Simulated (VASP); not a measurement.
# C (P6_3/mmc) in VASP: a series of runs

The runs below take C through single point, relaxation of cell and atoms, with r2SCAN.

Everything below comes from runs of VASP 6.6.1. Logs are shortened: lines on timing, memory, paths and dates and some standing lists are left out, and cuts for length are marked.

## Step 1: The cell of the first run

Symmetry: P6_3/mmc, No. 194, hexagonal system. The conventional cell has a = 2.456 Å, b = 2.456 Å, c = 7.028 Å, α = 90.00°, β = 90.00°, γ = 120.00°. Within 1.9 Å of C (site symmetry -6m2) lie 3 C at 1.42 Å. C (site symmetry -6m2) has 3 C at 1.42 Å within 1.9 Å.

## Step 2: Single point, r2SCAN

Input file POSCAR:

```
C
1.0
    2.4559814330      0.0000000000      0.0000000000
   -1.2279907165      2.1269423122      0.0000000000
    0.0000000000      0.0000000000      7.0275440688
C
4
Direct
    0.0000000000      0.0000000000      0.0000000000
    0.3333333333      0.6666666667      0.0000000000
    0.0000000000      0.0000000000     -0.5000000000
    0.6666666667      0.3333333333     -0.5000000000
```

Input file INCAR.step1:

```
ALGO = Normal ; EDIFF = 1E-4
ENCUT = 520 ; GGA = PE
ISMEAR = 0 ; LASPH = T
LCHARG = F ; LREAL = F
LWAVE = T ; NBANDS = 16
NELM = 60 ; PREC = Accurate
SIGMA = 0.05
```

Input file INCAR.step2:

```
ALGO = Normal ; EDIFF = 1E-7
ENCUT = 520 ; ISIF = 2
ISMEAR = 0 ; ISTART = 1
LASPH = T ; LCHARG = F
LMIXTAU = T ; LREAL = F
LWAVE = F ; METAGGA = R2SCAN
NBANDS = 16 ; NELM = 60
PREC = Accurate ; SIGMA = 0.05
```

Input file KPOINTS:

```
k-points
0
Gamma
  12 12 4
```

Potentials or basis: VASP PAW PBE potentials, release 64 (C).

On the command line:

```sh
$ cat potpaw_PBE.64/C/POTCAR > POTCAR
$ cp INCAR.step1 INCAR
$ mpirun -np 1 vasp_std > vasp.out
$ cp INCAR.step2 INCAR
$ mpirun -np 1 vasp_std > vasp.out
```

OUTCAR:

```text
EDIFF = 1E-7
   ENCUT = 520
   ISIF = 2
   ISMEAR = 0
   ISTART = 1
   LASPH = T
   LREAL = F
   METAGGA = R2SCAN
   NELM = 60
   PREC = Accurate

 ion  position               nearest neighbor table
   1  0.000  0.000  0.000-   2 1.42   2 1.42   2 1.42
   2  0.333  0.667  0.000-   1 1.42   1 1.42   1 1.42
   3  0.000  0.000  0.500-   4 1.42   4 1.42   4 1.42
   4  0.667  0.333  0.500-   3 1.42   3 1.42   3 1.42

  LATTYP: Found a hexagonal cell.
 ALAT       =     2.4559814330
 C/A-ratio  =     2.8613995099

  Lattice vectors:

 A1 = (   2.4559814330,   0.0000000000,   0.0000000000)
 A2 = (  -1.2279907165,   2.1269423122,   0.0000000000)
 A3 = (   0.0000000000,   0.0000000000,   7.0275440688)

Analysis of symmetry for initial positions (statically):
=====================================================================
 Subroutine PRICEL returns:
 Original cell was already a primitive cell.

 Routine SETGRP: Setting up the symmetry group for a
 hexagonal supercell.

 Subroutine GETGRP returns: Found 24 space group operations
 (whereof 12 operations were pure point group operations)
 out of a pool of 24 trial point group operations.

The static configuration has the point symmetry D_3h.
 The point group associated with its full space group is D_6h.

Analysis of symmetry for dynamics (positions and initial velocities):
=====================================================================
 Subroutine PRICEL returns:
 Original cell was already a primitive cell.

 Routine SETGRP: Setting up the symmetry group for a
 hexagonal supercell.

 Subroutine GETGRP returns: Found 24 space group operations
 (whereof 12 operations were pure point group operations)
 out of a pool of 24 trial point group operations.

The dynamic configuration has the point symmetry D_3h.
 The point group associated with its full space group is D_6h.

 Subroutine INISYM returns: Found 24 space group operations
 (whereof 12 operations are pure point group operations),
 and found     1 'primitive' translations

----------------------------------------------------------------------------------------

                                     Primitive cell

  volume of cell :      36.7100

  direct lattice vectors                    reciprocal lattice vectors
     2.455981433  0.000000000  0.000000000     0.407169202  0.235079248  0.000000000
    -1.227990716  2.126942312  0.000000000     0.000000000  0.470158497  0.000000000
     0.000000000  0.000000000  7.027544069     0.000000000  0.000000000  0.142297222

  length of vectors
     2.455981433  2.455981433  7.027544069     0.470158497  0.470158497  0.142297222

  position of ions in fractional coordinates (direct lattice)
     0.000000000  0.000000000  0.000000000
     0.333333333  0.666666667  0.000000000
     0.000000000  0.000000000  0.500000000
     0.666666667  0.333333333  0.500000000

  ion indices of the primitive-cell ions
   primitive index   ion index
                 1           1
                 2           2
                 3           3
                 4           4

----------------------------------------------------------------------------------------

 KPOINTS: k-points

Automatic generation of k-mesh.
 Grid dimensions read from file:
 generate k-points for:   12   12    4

 Generating k-lattice:

  Cartesian coordinates                     Fractional coordinates (reciprocal lattice)
     0.033930767  0.019589937  0.000000000     0.083333333  0.000000000  0.000000000
     0.000000000  0.039179875  0.000000000     0.000000000  0.083333333  0.000000000
     0.000000000  0.000000000  0.035574306     0.000000000  0.000000000  0.250000000

  Length of vectors
     0.039179875  0.039179875  0.035574306

  Shift w.r.t. Gamma in fractional coordinates (k-lattice)
     0.000000000  0.000000000  0.000000000

 Subroutine IBZKPT returns following result:
 ===========================================

 Found     57 irreducible k-points:

 Following reciprocal coordinates:
            Coordinates               Weight
  0.000000  0.000000  0.000000      1.000000
  0.083333  0.000000  0.000000      6.000000
  0.166667 -0.000000  0.000000      6.000000
  0.250000  0.000000  0.000000      6.000000
  0.333333 -0.000000  0.000000      6.000000
  0.416667  0.000000  0.000000      6.000000
[... 16 lines left out ...]
  0.250000  0.000000  0.250000     12.000000
  0.333333 -0.000000  0.250000     12.000000
 [... further k-points ...]
   k-points           NKPTS =     57   k-points in BZ     NKDIM =     57   number of bands    NBANDS=     16
   number of dos      NEDOS =    301   number of ions     NIONS =      4
   total plane-waves  NPLWV =  17496
   dimension x,y,z NGX =    18 NGY =   18 NGZ =   54
   dimension x,y,z NGXF=    36 NGYF=   36 NGZF=  108
   ions per type =               4
   NGX,Y,Z   is equivalent  to a cutoff of  12.18, 12.18, 12.77 a.u.
   NGXF,Y,Z  is equivalent  to a cutoff of  24.37, 24.37, 25.55 a.u.
 SYSTEM =  unknown system
   PREC   = accura    normal or accurate (medium, high low for compatibility)
   ISTART =      1    job   : 0-new  1-cont  2-samecut
   ICHARG =      0    charge: 1-file 2-atom 10-const
   ISPIN  =      1    spin polarized calculation?
   LNONCOLLINEAR =      F non collinear calculations
   LSORBIT =      F    spin-orbit coupling
   LASPH  =      T    aspherical Exc in radial PAW
   ENCUT  =  520.0 eV  38.22 Ry    6.18 a.u.   4.57  4.57 13.07*2*pi/ulx,y,z
   NELM   =     60;   NELMIN=  2; NELMDL=  0     # of ELM steps
   EDIFF  = 0.1E-06   stopping-criterion for ELM
   LREAL  =      F    real-space projection
   EDIFFG = 0.1E-05   stopping-criterion for IOM
   NSW    =      0    number of steps for IOM
   IBRION =     -1    ionic relax: 0-MD 1-quasi-New 2-CG
   NFREE  =      0    steps in history (QN), initial steepest desc. (CG)
   ISIF   =      2    stress and relaxation
   ISYM   =      2    0-nonsym 1-usesym 2-fastsym
   POTIM  = 0.5000    time-step for ionic-motion
   TEBEG  =    0.0;   TEEND  =   0.0 temperature during run
   PSTRESS=    0.0 pullay stress
   NELECT =      16.0000    total number of electrons
   NUPDOWN=      -1.0000    fix difference up-down
   EMIN   =  10.00;   EMAX   =-10.00  energy-range for DOS
   EFERMI =   0.00;   METHOD = LEGACY
   ISMEAR =     0;   SIGMA  =   0.05  broadening in eV -4-tet -1-fermi 0-gaus
   EFERMI_NEDOS =   21; number of points for ismear=-14 and -15
   IALGO  =     38    algorithm
   IMIX   =      4    mixing-type and parameters
     AMIX     =   0.40;   BMIX     =  1.00
     AMIX_MAG =   1.60;   BMIX_MAG =  1.00
  volume/ion in A,a.u.               =       9.18        61.93
  Fermi-wavevector in a.u.,A,eV,Ry     =   1.241233  2.345591 20.961949  1.540660
  Thomas-Fermi vector in A             =   2.375640
   LORBIT       =      0    0 simple, 1 ext, 2 COOP (PROOUT), +10 PAW based schemes
   METAGGA = R2SCAN    functional components
   LHFCALC =     F    Hartree Fock is set to
   AEXX    =    0.0000 exact exchange contribution
   IVDW    =     0    specifies the selected vdW correction
   LEPSILON=     F    determine dielectric tensor
   LRPA    =     F    only Hartree local field effects (RPA)
 non-spin polarized calculation
 Gauss-broadening in eV      SIGMA  =   0.05
  energy-cutoff  :      520.00
  volume of cell :       36.71
 maximum number of plane-waves:      1014
   NGX =  9   NGY =  9   NGZ = 27

 number of electron      15.9999995 magnetization

 Free energy of the ion-electron system (eV)
  ---------------------------------------------------
  ext. energy  EPLUGINS =         0.00000000
  ---------------------------------------------------
  free energy    TOTEN  =       -39.74400906 eV

  energy without entropy =      -39.74304695  energy(sigma->0) =      -39.74352801

 E-fermi :   4.2862     XC(G=0): -10.8133

 val. band max:        4.2850848147   @ k =   0.3333   0.3333   0.2500
 cond. band min:       4.2905998743   @ k =   0.3333   0.3333   0.5000
 fundamental gap:      0.0055150596
 Fermi energy:         4.2862153305

 k-point     1 :       0.0000    0.0000    0.0000
  band No.  band energies     occupation
      1     -16.6509      2.00000
      2     -16.4458      2.00000
      3      -4.5754      2.00000
      4      -2.9904      2.00000
      5       1.0766      2.00000
      6       1.0766      2.00000
[... 8 lines left out ...]
     15      16.7348      0.00000
     16      16.8959      0.00000

 k-point     2 :       0.0833    0.0000    0.0000
  band No.  band energies     occupation
      1     -16.4753      2.00000
      2     -16.2723      2.00000
      3      -4.3631      2.00000
      4      -2.7880      2.00000
      5       0.3665      2.00000
      6       0.3886      2.00000
[... 8 lines left out ...]
     15      16.0819      0.00000
     16      16.2773      0.00000

 k-point     3 :       0.1667   -0.0000    0.0000
  band No.  band energies     occupation
      1     -15.9506      2.00000
      2     -15.7540      2.00000
      3      -3.7310      2.00000
      4      -2.1875      2.00000
      5      -1.4096      2.00000
      6      -1.3669      2.00000
[... 8 lines left out ...]
     15      15.7318      0.00000
     16      15.7657      0.00000

 k-point     4 :       0.2500    0.0000    0.0000
  band No.  band energies     occupation
      1     -15.0833      2.00000
      2     -14.8968      2.00000
      3      -3.6726      2.00000
      4      -3.6061      2.00000
      5      -2.6955      2.00000
      6      -1.2128      2.00000
[... 8 lines left out ...]
     15      18.4687      0.00000
     16      18.5004      0.00000
[... 324 lines left out ...]
 k-point    22 :       0.1667   -0.0000    0.2500
  band No.  band energies     occupation
      1     -15.9229      2.00000
      2     -15.7839      2.00000
      3      -3.5344      2.00000
      4      -2.4510      2.00000
      5      -1.4034      2.00000
      6      -1.3732      2.00000
[... 8 lines left out ...]
     15      15.7367      0.00000
     16      15.7607      0.00000

 k-point    23 :       0.2500    0.0000    0.2500
  band No.  band energies     occupation
      1     -15.0569      2.00000
      2     -14.9252      2.00000
      3      -3.6630      2.00000
      4      -3.6160      2.00000
      5      -2.5056      2.00000
      6      -1.4643      2.00000
[... 8 lines left out ...]
     15      18.4728      0.00000
     16      18.4957      0.00000

 k-point    24 :       0.3333   -0.0000    0.2500
  band No.  band energies     occupation
      1     -13.8626      2.00000
      2     -13.7407      2.00000
      3      -6.0259      2.00000
      4      -5.9623      2.00000
      5      -1.8669      2.00000
      6      -1.8429      2.00000
[... 8 lines left out ...]
     15      20.3063      0.00000
     16      21.5282      0.00000

 [... further k-points ...]

------------------------ aborting loop because EDIFF is reached ----------------------------------------

  FORCE on cell =-STRESS in cart. coord.  units (eV):
  Direction    XX          YY          ZZ          XY          YZ          ZX
  --------------------------------------------------------------------------------------
  -------------------------------------------------------------------------------------
  Total        0.2354129      0.2354129     -0.0233524     -0.0000000      0.0000000      0.0000000
  in kB       10.2744006     10.2744006     -1.0191963     -0.0000000      0.0000000      0.0000000
  external PRESSURE =       6.5098683 kB  Pullay stress =       0.0000000 kB

 VOLUME and BASIS-vectors are now :
 -----------------------------------------------------------------------------
  energy-cutoff  :      520.00
  volume of cell :       36.71
      direct lattice vectors                 reciprocal lattice vectors
     2.455981433  0.000000000  0.000000000     0.407169202  0.235079248  0.000000000
    -1.227990716  2.126942312  0.000000000     0.000000000  0.470158497  0.000000000
     0.000000000  0.000000000  7.027544069     0.000000000  0.000000000  0.142297222

 POSITION                                       TOTAL-FORCE (eV/Angst)
 -----------------------------------------------------------------------------------
      0.00000      0.00000      0.00000         0.000000      0.000000      0.000000
     -0.00000      1.41796      0.00000        -0.000000      0.000000      0.000000
      0.00000      0.00000      3.51377        -0.000000      0.000000      0.000000
      1.22799      0.70898      3.51377         0.000000      0.000000      0.000000
 -----------------------------------------------------------------------------------
    total drift:                                0.000000     -0.000000     -0.000000

  FREE ENERGIE OF THE ION-ELECTRON SYSTEM (eV)
  ---------------------------------------------------
  free  energy   TOTEN  =       -39.7440090600 eV

  energy  without entropy=      -39.7430469507  energy(sigma->0) =      -39.74352801
```

Run time: 2.9 min. Hardware: 1 thread of AMD EPYC 7R43 (Zen 3), shared host; peak memory 0.12 GiB.

Results:

| Quantity | Value |
| --- | --- |
| Free energy | -39.7440 eV |
| Pressure | 0.7 GPa |
| Band gap on the k mesh | zero (band 8 reaches 4.29 eV, above the bottom of band 9 at 4.28 eV) |

Caveat: the PAW data sets were made with another functional, which shifts forces and pressure a little.

## Step 3: Relaxation of cell and atoms, r2SCAN

This run uses another cell than the first one, of 8.78 Å³/atom, 0.957 times its volume.

Input file POSCAR:

```
C
1.0
    2.4600000000      0.0000000000      0.0000000000
   -1.2300000000      2.1304224933      0.0000000000
    0.0000000000      0.0000000000      6.7000000000
C
4
Direct
    0.0000000000      0.0000000000      0.0000000000
    0.3333333333      0.6666666667      0.0000000000
    0.0000000000      0.0000000000     -0.5000000000
    0.6666666667      0.3333333333     -0.5000000000
```

Input file INCAR.step1:

```
SYSTEM = C
PREC = Accurate ; ENCUT = 600
ISMEAR = 0 ; SIGMA = 0.05
LREAL = .False. ; LASPH = .True.
NELM = 60 ; GGA = PE
ALGO = Normal ; EDIFF = 1E-4
LWAVE = .True. ; LCHARG = .False.
```

Input file INCAR.step2:

```
SYSTEM = C
PREC = Accurate ; ENCUT = 600
EDIFF = 1E-7 ; ISMEAR = 0
SIGMA = 0.05 ; LREAL = .False.
LASPH = .True. ; NELM = 60
ALGO = Normal ; ISIF = 3
LWAVE = .False. ; LCHARG = .False.
METAGGA = R2SCAN ; LMIXTAU = .True.
IBRION = 2 ; NSW = 80
EDIFFG = -0.003 ; ISTART = 1
```

Input file KPOINTS:

```
regular mesh
0
Gamma
  12 12 4
  0 0 0
```

Potentials or basis: VASP PAW PBE potentials, release 64 (C).

On the command line:

```sh
$ cat potpaw_PBE.64/C/POTCAR > POTCAR
$ cp INCAR.step1 INCAR
$ mpirun -np 1 vasp_std > vasp.out
$ cp INCAR.step2 INCAR
$ mpirun -np 1 vasp_std > vasp.out
```

Run time: 16 min. Hardware: 1 thread of AMD EPYC 7R43 (Zen 3), shared host; peak memory 0.13 GiB.

Results (log left out):

* Free energy: -39.7537 eV
* Relaxed volume: 9.05 Å³/atom
* Relaxed cell: a = 2.457 Å, b = 2.457 Å, c = 6.928 Å, α = 90.00°, β = 90.00°, γ = 120.00°
* Space group after relaxing (to 0.05 Å): P6_3/mmc (No. 194)
* Energy gained by relaxing: 1.1 meV/atom
* Ionic steps: 7
* Pressure after relaxing: 0.0 GPa
* Band gap on the k mesh: zero (band 8 reaches 4.40 eV, above the bottom of band 9 at 4.38 eV)

Step by step:
```tsv
step	energy change (eV)	largest force (eV/Å)	pressure (GPa)	volume (Å³)
1	0.0000	0.0000	-0.81	35.11
2	0.0018	0.0000	3.17	34.89
3	-0.0008	0.0000	0.58	35.03
4	-0.0014	0.0000	0.52	35.14
5	-0.0029	0.0000	0.36	35.45
6	-0.0043	0.0000	0.06	36.07
7	-0.0043	0.0000	0.00	36.22
```

Final structure:
```
C
1.0
     2.45697    0.00000    0.00000
    -1.22849    2.12780    0.00000
     0.00000    0.00000    6.92804
C
4
Direct
  0.00000 0.00000 0.00000
  0.33333 0.66667 0.00000
  0.00000 0.00000 0.50000
  0.66667 0.33333 0.50000
```

Levels at points of the mesh, in eV from the Fermi level:
| k point | band 6 | band 7 | band 8 | band 9 | band 10 | band 11 |
| --- | --- | --- | --- | --- | --- | --- |
| (0.00, 0.00, 0.00) | -3.21 | -3.19 | -3.19 | 4.17 | 8.72 | 8.72 |
| (0.50, 0.00, 0.00) | -6.79 | -2.87 | -2.27 | 1.61 | 2.25 | 7.61 |
| (0.00, 0.00, 0.50) | -3.20 | -3.20 | -3.20 | 6.69 | 6.69 | 8.74 |
| (0.50, 0.00, 0.50) | -6.81 | -2.52 | -2.52 | 1.77 | 1.77 | 7.77 |

Caveat: the PAW data sets were made with another functional, which shifts forces and pressure a little.
